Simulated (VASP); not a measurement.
A run of VASP 6.6.1:

File INCAR:

```
ALGO     = Normal         # electronic algorithm
EDIFF    = 1E-6           # SCF threshold, eV
EDIFFG   = -0.08          # ionic threshold
ENCUT    = 600            # plane-wave cutoff, eV
GGA      = PE             # functional
IBRION   = 2              # ionic algorithm
ISIF     = 3              # what is computed and relaxed
ISMEAR   = 0              # smearing method
ISPIN    = 2              # spin polarisation
LASPH    = True           # aspherical terms in the spheres
LCHARG   = False          # write CHGCAR
LMAXMIX  = 4              # l up to which the mixer works
LORBIT   = 11             # projections on sites
LREAL    = False          # projectors in reciprocal space
LWAVE    = False          # write WAVECAR
MAGMOM   = 1 1 0 0        # initial moments
NELM     = 150            # most SCF steps
NSW      = 36             # ionic steps
PREC     = Accurate       # precision mode
SIGMA    = 0.15           # smearing width, eV
```

Contents of KPOINTS:

```
k-points
0
Gamma
  5 5 5
```

The input POSCAR:

```
Ti2BN
1.0
    1.7317023700      0.9997988300      5.4232187300
   -1.7317023700      0.9997988300      5.4232187300
    0.0000000000     -1.9995976600      5.4232187300
Ti B N
2 1 1
Direct
    0.3510739600      0.3510739600      0.3510739600
    0.6489260400      0.6489260400      0.6489260400
    0.5000000000      0.5000000000      0.5000000000
    0.0000000000      0.0000000000      0.0000000000
```

Potentials or basis: VASP PAW PBE potentials, release 64 (Ti_sv, B, N).

Run with:

```sh
$ cat potpaw_PBE.64/Ti_sv/POTCAR potpaw_PBE.64/B/POTCAR potpaw_PBE.64/N/POTCAR > POTCAR
$ mpirun -np 1 vasp_std > vasp.out
```

Hardware: 1 thread of Intel(R) Xeon(R) 6975P-C (Granite Rapids), on a shared host.

Problem. How long does it take, and how much memory?

Solution. Wall time 15 min on 1 thread of Intel(R) Xeon(R) 6975P-C (Granite Rapids), with other jobs on the host, peak memory 0.45 GiB. Counts: scf iterations 174, k points 19, ion steps 15.
